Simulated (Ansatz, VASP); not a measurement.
**HfN in VASP and in Ansatz**

```xyz
2
Lattice="2.8437 0.0000 0.0000 0.0000 2.8437 0.0000 0.0000 0.0000 2.8437" Properties=species:S:1:pos:R:3 pbc="T T T"
Hf    1.4219    1.4219    1.4219
N     0.0000    0.0000    0.0000
```

Alike in both runs: task single point; functional BLYP; k mesh 9 × 9 × 9; occupations fermi-dirac, width 0.05 eV; no spin polarisation.

|  | VASP | Ansatz |
| --- | --- | --- |
| version | VASP 6.6.1 | Ansatz 0.2.0 |
| potentials or method | VASP PAW PBE potentials, release 64 (Hf_pv, N) | Ansatz PAW |
| plane-wave cutoff (eV) | 520 | 420 |
| valence electrons in the cell | 15 | 31 |

```tsv
	VASP	Ansatz	Ansatz less VASP
gap on the k mesh at the Fermi level (eV)	none	none	-
pressure (GPa)	2.3	4.1	+1.79
```

VASP's potentials were made for PBE, not for BLYP. A gap of «none» marks a metal or a gap that the smearing closes. VASP's potentials hold 15 valence electrons a cell and Ansatz's 31, so a difference there can come from the potentials and not from the codes.

Spin-orbit coupling is off throughout.
